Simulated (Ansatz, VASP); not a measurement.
## AlC3: VASP beside Ansatz

The input INCAR:

```
PREC = Accurate
ENCUT = 520
EDIFF = 1E-7
ISMEAR = 1
SIGMA = 0.01
LREAL = False
LASPH = True
NELM = 100
ALGO = Normal
ISIF = 2
LWAVE = False
LCHARG = True
GGA = PE
LELF = True
LVHAR = True
NBANDS = 16
```

The input KPOINTS:

```
regular mesh
0
Gamma
  7 7 7
```

Contents of POSCAR:

```
AlC3
1.0
    3.2185866497      0.0000000000      0.0000000000
    0.0000000000      3.2185866497      0.0000000000
    0.0000000000      0.0000000000      3.2185866497
Al C
1 3
Direct
    0.0000000000      0.0000000000      0.0000000000
    0.0000000000      0.5000000000      0.5000000000
    0.5000000000      0.0000000000      0.5000000000
    0.5000000000      0.5000000000      0.0000000000
```

Input for Ansatz:

```yaml
crystal:
  lattice:
    - [3.2185866497208906, 0.0, 0.0]
    - [0.0, 3.2185866497208906, 0.0]
    - [0.0, 0.0, 3.2185866497208906]
  atoms:
    - { symbol: Al, position: [0.0, 0.0, 0.0] }
    - { symbol: C, position: [0.0, 0.5, 0.5] }
    - { symbol: C, position: [0.5, 0.0, 0.5] }
    - { symbol: C, position: [0.5, 0.5, 0.0] }
basis:
  ecutwfc: 500.0
kpoints:
  mp_grid:
    grid: [7, 7, 7]
hamiltonian:
  xc: pbe
scf:
  n_extra_bands: 16
  self_checks: low
  convergence:
    dr2_threshold: 1.0e-05
  lower_state_search: "off"
  mixing:
    algorithm: broyden
    preconditioner: kerker
  occupations:
    method: cold
    width: 0.01
output:
  stress: true
```

Alike in both runs: task single point; functional PBE; k mesh 7 × 7 × 7; no spin polarisation.

|  | VASP | Ansatz |
| --- | --- | --- |
| version | VASP 6.6.1 | Ansatz 0.2.0 |
| potentials or method | VASP PAW PBE potentials, release 64 (Al, C), cutoff 520 eV | plane waves, PAW |
| occupations | methfessel-paxton of order 1, width 0.01 eV | cold, width 0.01 eV |
| valence electrons in the cell | 15 | 15 |

```csv
,VASP,Ansatz,Ansatz less VASP
pressure (GPa),-1.9,-1.9,0.00
```

Ansatz's warnings: stress scf threshold loose.
